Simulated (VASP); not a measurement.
Here is a VASP 6.6.1 calculation.

File INCAR:

```
PREC = Accurate ; ENCUT = 520
EDIFF = 1E-7 ; ISMEAR = 0
SIGMA = 0.1 ; LREAL = F
LASPH = T ; NELM = 80
ALGO = Normal ; ISIF = 2
LWAVE = F ; LCHARG = T
GGA = PE ; LELF = T
LVHAR = T ; NBANDS = 16
```

Contents of KPOINTS:

```
regular mesh
0
Gamma
  6 6 6
```

Contents of POSCAR:

```
CdTe
1.0
    4.3239072571      0.0000000033      0.0000000000
   -2.1619536314      3.7446135266      0.0000000000
    0.0000000000      0.0000000000      3.6954606715
Cd Te
1 1
Direct
    0.0000000000      0.0000000000      0.0000000000
    0.6666666667      0.3333333333      0.5000000000
```

Potentials or basis: VASP PAW PBE potentials, release 64 (Cd, Te).

Launch:

```sh
$ cat potpaw_PBE.64/Cd/POTCAR potpaw_PBE.64/Te/POTCAR > POTCAR
$ mpirun -np 1 vasp_std > vasp.out
```

Question: What does it give for the pressure?

Answer: 0.3 GPa.

Question: What does it give for the band gap on the k mesh?

Answer: Zero (bands 9 and 10 overlap by 2.06 eV).

Caveat: spin-orbit coupling is left out, which moves the levels of the heavy elements.
